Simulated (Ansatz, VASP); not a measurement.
**Ta3N2: VASP beside Ansatz**

```xyz
5
Lattice="3.5971 0.0000 0.0000 -1.7986 3.1152 0.0000 0.0000 0.0000 5.5965" Properties=species:S:1:pos:R:3 pbc="T T T"
Ta    0.0000    0.0000    0.0000
Ta    0.0000    2.0768    3.6098
Ta    1.7986    1.0384    1.9868
N     0.0000    2.0768    1.3712
N     1.7986    1.0384    4.2254
```

Alike in both runs: task single point; functional r2SCAN; k mesh 6 × 6 × 4; occupations gaussian, width 0.1 eV; no spin polarisation.

|  | VASP | Ansatz |
| --- | --- | --- |
| version | VASP 6.6.1 | Ansatz 0.2.0 |
| potentials or method | VASP PAW PBE potentials, release 64 (Ta_sv_GW, N), cutoff 660 eV | scalar-relativistic, plane waves, PAW |
| valence electrons in the cell | 49 | 49 |

Ansatz gave:

```
gap on the k mesh at the Fermi level (eV)                     : none
pressure (GPa)                                                : 3.3
traceless stress, the component that is largest in VASP (GPa) : 13.75
rms of the force components (eV/Å)                            : 1.120
```

Problem. Estimate VASP's values.

Solution. gap on the k mesh at the Fermi level (eV): none; pressure (GPa): 3.1; traceless stress, the component that is largest in VASP (GPa): 13.68; rms of the force components (eV/Å): 1.123.

VASP's potentials were made for PBE, not for r2SCAN. Atom by atom the forces differ by 0.007 eV/Å (rms over components). A gap of «none» marks a metal or a gap that the smearing closes.

Spin-orbit coupling is off throughout.
